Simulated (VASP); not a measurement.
# BN (Fm-3m) in VASP: a series of runs

The runs below take BN through relaxation of cell and atoms, single point, with r2SCAN, PBE0, HF.

Everything below comes from runs of VASP 6.6.1. Logs are shortened: lines on timing, memory, paths and dates and some standing lists are left out, and cuts for length are marked.

## (1) The cell of the first run

It takes space group Fm-3m (No. 225, cubic). The conventional cell has a = 3.503 Å, b = 3.503 Å, c = 3.503 Å, α = 90.00°, β = 90.00°, γ = 90.00°. B (site symmetry m-3m) has 6 N at 1.75 Å within 2.3 Å. N (site symmetry m-3m) has 6 B at 1.75 Å within 2.3 Å.

## (2) Relaxation of cell and atoms, r2SCAN

POSCAR

```
BN
1.0
    0.0000000000      1.7517434717      1.7517434717
    1.7517434717      0.0000000000      1.7517434717
    1.7517434717      1.7517434717      0.0000000000
B N
1 1
Direct
    0.0000000000      0.0000000000      0.0000000000
    0.5000000000      0.5000000000      0.5000000000
```

INCAR.step1

```
PREC     = Accurate       # precision mode
ENCUT    = 600            # plane-wave cutoff, eV
ISMEAR   = -1             # smearing method
SIGMA    = 0.02           # smearing width, eV
LREAL    = F              # projectors in reciprocal space
LASPH    = T              # aspherical terms in the spheres
NELM     = 60             # most SCF steps
GGA      = PE             # functional
ALGO     = Normal         # electronic algorithm
EDIFF    = 1E-4           # SCF threshold, eV
LWAVE    = T              # write WAVECAR
LCHARG   = F              # write CHGCAR
```

INCAR.step2

```
PREC     = Accurate       # precision mode
ENCUT    = 600            # plane-wave cutoff, eV
EDIFF    = 1E-7           # SCF threshold, eV
ISMEAR   = -1             # smearing method
SIGMA    = 0.02           # smearing width, eV
LREAL    = F              # projectors in reciprocal space
LASPH    = T              # aspherical terms in the spheres
NELM     = 60             # most SCF steps
ALGO     = Normal         # electronic algorithm
ISIF     = 3              # what is computed and relaxed
LWAVE    = F              # write WAVECAR
LCHARG   = F              # write CHGCAR
METAGGA  = R2SCAN         # meta-GGA
LMIXTAU  = T            
IBRION   = 2              # ionic algorithm
NSW      = 80             # ionic steps
EDIFFG   = -0.005         # ionic threshold
ISTART   = 1
```

KPOINTS

```
regular mesh
0
Gamma
  12 12 12
```

Potentials or basis: VASP PAW PBE potentials, release 64 (B, N).

Run with:

```
$ cat potpaw_PBE.64/B/POTCAR potpaw_PBE.64/N/POTCAR > POTCAR
$ cp INCAR.step1 INCAR
$ mpirun -np 1 vasp_std > vasp.out
$ cp INCAR.step2 INCAR
$ mpirun -np 1 vasp_std > vasp.out
```

OUTCAR:

```text
PREC = Accurate
   ENCUT = 600
   EDIFF = 1E-7
   ISMEAR = -1
   LREAL = F
   LASPH = T
   NELM = 60
   ISIF = 3
   METAGGA = R2SCAN
   IBRION = 2
   NSW = 80
   EDIFFG = -0.005
   ISTART = 1

 ion  position               nearest neighbor table
   1  0.000  0.000  0.000-   2 1.75   2 1.75   2 1.75   2 1.75   2 1.75   2 1.75
   2  0.500  0.500  0.500-   1 1.75   1 1.75   1 1.75   1 1.75   1 1.75   1 1.75

  LATTYP: Found a face centered cubic cell.
 ALAT       =     3.5034869434

  Lattice vectors:

 A1 = (   0.0000000000,   1.7517434717,   1.7517434717)
 A2 = (   1.7517434717,   0.0000000000,   1.7517434717)
 A3 = (   1.7517434717,   1.7517434717,   0.0000000000)

Analysis of symmetry for initial positions (statically):
=====================================================================
 Subroutine PRICEL returns:
 Original cell was already a primitive cell.

 Routine SETGRP: Setting up the symmetry group for a
 face centered cubic supercell.

 Subroutine GETGRP returns: Found 48 space group operations
 (whereof 48 operations were pure point group operations)
 out of a pool of 48 trial point group operations.

The static configuration has the point symmetry O_h .

Analysis of symmetry for dynamics (positions and initial velocities):
=====================================================================
 Subroutine PRICEL returns:
 Original cell was already a primitive cell.

 Routine SETGRP: Setting up the symmetry group for a
 face centered cubic supercell.

 Subroutine GETGRP returns: Found 48 space group operations
 (whereof 48 operations were pure point group operations)
 out of a pool of 48 trial point group operations.

The dynamic configuration has the point symmetry O_h .

 Subroutine INISYM returns: Found 48 space group operations
 (whereof 48 operations are pure point group operations),
 and found     1 'primitive' translations

----------------------------------------------------------------------------------------

                                     Primitive cell

  volume of cell :      10.7508

  direct lattice vectors                    reciprocal lattice vectors
     0.000000000  1.751743472  1.751743472    -0.285429921  0.285429921  0.285429921
     1.751743472  0.000000000  1.751743472     0.285429921 -0.285429921  0.285429921
     1.751743472  1.751743472  0.000000000     0.285429921  0.285429921 -0.285429921

  length of vectors
     2.477339375  2.477339375  2.477339375     0.494379124  0.494379124  0.494379124

  position of ions in fractional coordinates (direct lattice)
     0.000000000  0.000000000  0.000000000
     0.500000000  0.500000000  0.500000000

  ion indices of the primitive-cell ions
   primitive index   ion index
                 1           1
                 2           2

----------------------------------------------------------------------------------------

 KPOINTS: regular mesh

Automatic generation of k-mesh.
 Grid dimensions read from file:
 generate k-points for:   12   12   12

 Generating k-lattice:

  Cartesian coordinates                     Fractional coordinates (reciprocal lattice)
    -0.023785827  0.023785827  0.023785827     0.083333333  0.000000000  0.000000000
     0.023785827 -0.023785827  0.023785827     0.000000000  0.083333333  0.000000000
     0.023785827  0.023785827 -0.023785827     0.000000000  0.000000000  0.083333333

  Length of vectors
     0.041198260  0.041198260  0.041198260

  Shift w.r.t. Gamma in fractional coordinates (k-lattice)
     0.000000000  0.000000000  0.000000000

 Subroutine IBZKPT returns following result:
 ===========================================

 Found     72 irreducible k-points:

 Following reciprocal coordinates:
            Coordinates               Weight
  0.000000  0.000000  0.000000      1.000000
  0.083333  0.000000  0.000000      8.000000
  0.166667  0.000000  0.000000      8.000000
  0.250000  0.000000  0.000000      8.000000
  0.333333  0.000000  0.000000      8.000000
  0.416667  0.000000  0.000000      8.000000
[... 16 lines left out ...]
  0.500000  0.166667  0.000000     24.000000
 -0.416667  0.166667  0.000000     24.000000
 [... further k-points ...]
   k-points           NKPTS =     72   k-points in BZ     NKDIM =     72   number of bands    NBANDS=      8
   number of dos      NEDOS =    301   number of ions     NIONS =      2
   total plane-waves  NPLWV =   8000
   dimension x,y,z NGX =    20 NGY =   20 NGZ =   20
   dimension x,y,z NGXF=    40 NGYF=   40 NGZF=   40
   ions per type =               1   1
   NGX,Y,Z   is equivalent  to a cutoff of  13.42, 13.42, 13.42 a.u.
   NGXF,Y,Z  is equivalent  to a cutoff of  26.84, 26.84, 26.84 a.u.
 SYSTEM =  unknown system
   PREC   = accura    normal or accurate (medium, high low for compatibility)
   ISTART =      1    job   : 0-new  1-cont  2-samecut
   ICHARG =      0    charge: 1-file 2-atom 10-const
   ISPIN  =      1    spin polarized calculation?
   LNONCOLLINEAR =      F non collinear calculations
   LSORBIT =      F    spin-orbit coupling
   LASPH  =      T    aspherical Exc in radial PAW
   ENCUT  =  600.0 eV  44.10 Ry    6.64 a.u.   4.95  4.95  4.95*2*pi/ulx,y,z
   NELM   =     60;   NELMIN=  2; NELMDL=  0     # of ELM steps
   EDIFF  = 0.1E-06   stopping-criterion for ELM
   LREAL  =      F    real-space projection
   EDIFFG = -.5E-02   stopping-criterion for IOM
   NSW    =     80    number of steps for IOM
   IBRION =      2    ionic relax: 0-MD 1-quasi-New 2-CG
   NFREE  =      1    steps in history (QN), initial steepest desc. (CG)
   ISIF   =      3    stress and relaxation
   ISYM   =      2    0-nonsym 1-usesym 2-fastsym
   POTIM  = 0.5000    time-step for ionic-motion
   TEBEG  =    0.0;   TEEND  =   0.0 temperature during run
   PSTRESS=    0.0 pullay stress
   NELECT =       8.0000    total number of electrons
   NUPDOWN=      -1.0000    fix difference up-down
   EMIN   =  10.00;   EMAX   =-10.00  energy-range for DOS
   EFERMI =   0.00;   METHOD = LEGACY
   ISMEAR =    -1;   SIGMA  =   0.02  broadening in eV -4-tet -1-fermi 0-gaus
   EFERMI_NEDOS =   21; number of points for ismear=-14 and -15
   IALGO  =     38    algorithm
   IMIX   =      4    mixing-type and parameters
     AMIX     =   0.40;   BMIX     =  1.00
     AMIX_MAG =   1.60;   BMIX_MAG =  1.00
  volume/ion in A,a.u.               =       5.38        36.28
  Fermi-wavevector in a.u.,A,eV,Ry     =   1.483512  2.803431 29.943798  2.200807
  Thomas-Fermi vector in A             =   2.597164
   LORBIT       =      0    0 simple, 1 ext, 2 COOP (PROOUT), +10 PAW based schemes
   METAGGA = R2SCAN    functional components
   LHFCALC =     F    Hartree Fock is set to
   AEXX    =    0.0000 exact exchange contribution
   IVDW    =     0    specifies the selected vdW correction
   LEPSILON=     F    determine dielectric tensor
   LRPA    =     F    only Hartree local field effects (RPA)
 conjugate gradient relaxation of ions
 non-spin polarized calculation
  energy-cutoff  :      600.00
  volume of cell :       10.75
 maximum number of plane-waves:       368
   NGX =  9   NGY =  9   NGZ =  9

--------------------------------------- Ionic step        1  -------------------------------------------

 number of electron       8.0000000 magnetization

 Free energy of the ion-electron system (eV)
  ---------------------------------------------------
  ext. energy  EPLUGINS =         0.00000000
  ---------------------------------------------------
  free energy    TOTEN  =       -15.43139016 eV

  energy without entropy =      -15.43139016  energy(sigma->0) =      -15.43139016

------------------------ aborting loop because EDIFF is reached ----------------------------------------

  FORCE on cell =-STRESS in cart. coord.  units (eV):
  Direction    XX          YY          ZZ          XY          YZ          ZX
  --------------------------------------------------------------------------------------
  -------------------------------------------------------------------------------------
  Total       -0.2288032     -0.2288032     -0.2288032      0.0000000     -0.0000000      0.0000000
  in kB      -34.0981781    -34.0981781    -34.0981781      0.0000000     -0.0000000      0.0000000
  external PRESSURE =     -34.0981781 kB  Pullay stress =       0.0000000 kB
[... 57 lines left out ...]
  energy  without entropy=      -15.4315634274  energy(sigma->0) =      -15.43156343

--------------------------------------- Ionic step        3  -------------------------------------------

 number of electron       8.0000001 magnetization

 Free energy of the ion-electron system (eV)
  ---------------------------------------------------
  ext. energy  EPLUGINS =         0.00000000
  ---------------------------------------------------
  free energy    TOTEN  =       -15.43239232 eV

  energy without entropy =      -15.43239232  energy(sigma->0) =      -15.43239232

 E-fermi :  10.8315     XC(G=0): -14.6951

 val. band max:       10.3525887511   @ k =  -0.1667   0.1667   0.0000
 cond. band min:      11.6743735335   @ k =   0.5000   0.5000   0.0000
 fundamental gap:      1.3217847824
 Fermi energy:        10.8314647803

 k-point     1 :       0.0000    0.0000    0.0000
  band No.  band energies     occupation
      1     -13.3441      2.00000
      2       9.4297      2.00000
      3       9.4297      2.00000
      4       9.4297      2.00000
      5      20.1415      0.00000
      6      23.4919      0.00000
      7      23.4919      0.00000
      8      23.4919      0.00000
[... 243 lines left out ...]
 k-point    24 :      -0.4167    0.1667    0.0000
  band No.  band energies     occupation
      1      -7.4244      2.00000
      2      -2.0032      2.00000
      3       5.6375      2.00000
      4       8.3019      2.00000
      5      15.8298      0.00000
      6      18.0569      0.00000
      7      21.2446      0.00000
      8      25.8686      0.00000

 [... further k-points ...]

------------------------ aborting loop because EDIFF is reached ----------------------------------------

  FORCE on cell =-STRESS in cart. coord.  units (eV):
  Direction    XX          YY          ZZ          XY          YZ          ZX
  --------------------------------------------------------------------------------------
  -------------------------------------------------------------------------------------
  Total        0.0005458      0.0005458      0.0005458      0.0000000      0.0000000      0.0000000
  in kB        0.0820509      0.0820509      0.0820509      0.0000000      0.0000000      0.0000000
  external PRESSURE =       0.0820509 kB  Pullay stress =       0.0000000 kB
[... 17 lines left out ...]
  FREE ENERGIE OF THE ION-ELECTRON SYSTEM (eV)
  ---------------------------------------------------
  free  energy   TOTEN  =       -15.4323923209 eV

  energy  without entropy=      -15.4323923209  energy(sigma->0) =      -15.43239232

 reached required accuracy - stopping structural energy minimisation
```

Wall time 74 s (1 thread of Intel Xeon Platinum 8375C at 2.90GHz (Ice Lake), shared host); peak memory 0.12 GiB.

What came out:

```yaml
Free_energy: -15.4324 eV
Relaxed_volume: 5.33 Å³/atom
Relaxed_cell: a = 2.470 Å, b = 2.470 Å, c = 2.470 Å, α = 60.00°, β = 60.00°, γ = 60.00°
Space_group_after_relaxing_to_0.1_Å: Fm-3m (No. 225)
Energy_gained_by_relaxing: 0.5 meV/atom
Ionic_steps: 3
Pressure_after_relaxing: 0.0 GPa
Band_gap_on_the_k_mesh: 1.32 eV (least direct gap 6.51 eV)
```

Step by step:
```
step  energy change (eV)  largest force (eV/Å)  pressure (GPa)  volume (Å³)
   1              0.0000                0.0000           -3.41        10.75
   2             -0.0002                0.0000            3.20        10.57
   3             -0.0010                0.0000            0.01        10.66
```

Final structure:
```
CELL_PARAMETERS angstrom
0.00000 1.74666 1.74666
1.74666 0.00000 1.74666
1.74666 1.74666 0.00000
ATOMIC_POSITIONS crystal
B 0.00000 0.00000 0.00000
N 0.50000 0.50000 0.50000
```

Levels at points of the mesh, in eV from the valence-band top:
| k point | band 1 | band 2 | band 3 | band 4 | band 5 | band 6 | band 7 | band 8 |
| --- | --- | --- | --- | --- | --- | --- | --- | --- |
| (0.00, 0.00, 0.00) | -23.70 | -0.92 | -0.92 | -0.92 | 9.79 | 13.14 | 13.14 | 13.14 |
| (0.50, 0.00, 0.00) | -18.34 | -13.16 | -0.74 | -0.74 | 5.77 | 5.77 | 7.91 | 14.66 |
| (0.50, 0.50, 0.00) | -15.51 | -12.32 | -5.90 | -5.90 | 1.32 | 9.59 | 15.85 | 15.85 |

Caveat: the PAW data sets were made with another functional, which shifts forces and pressure a little.

[end of part 1 of 2]
